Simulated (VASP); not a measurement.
Sn, 2 atoms in the cell. The structure is tetragonal, space group I4_1/amd (No. 141). Conventional cell: a = 5.880 Å, b = 5.880 Å, c = 3.199 Å, α = 90.00°, β = 90.00°, γ = 90.00°. Sn (site symmetry -4m2) has 10 Sn at 3.05 to 3.79 Å within 4.0 Å. 

| Property | Result |
| --- | --- |
| Program | VASP 6.6.1 |
| Task | relaxation of cell and atoms |
| Functional | RPBE |
| Dispersion | D4 |
| Potentials or basis | VASP PAW PBE potentials, release 64 (Sn_d) |
| Cutoff | 600 eV |
| k mesh | 9 × 9 × 9 |
| Occupations | fermi-dirac, width 0.05 eV |
| Spin | no spin polarisation |
| Dipole correction | no |
| Further INCAR settings | ALGO = Normal; EDIFF = 1e-06; IBRION = 2; EDIFFG = -0.005; NSW = 80; ISIF = 3 |

Potentials or basis: VASP PAW PBE potentials, release 64 (Sn_d).

Run with:

```console
$ cat potpaw_PBE.64/Sn_d/POTCAR > POTCAR
$ mpirun -np 1 vasp_std > vasp.out
```

Hardware: 1 thread of Intel(R) Xeon(R) 6975P-C (Granite Rapids) (shared host).

Question: How long does it take, and how much memory?

Answer: It took 2.8 min on 1 thread of Intel(R) Xeon(R) 6975P-C (Granite Rapids), on a shared host, peak memory 0.25 GiB. Counts: scf iterations 41, k points 75, ion steps 6.
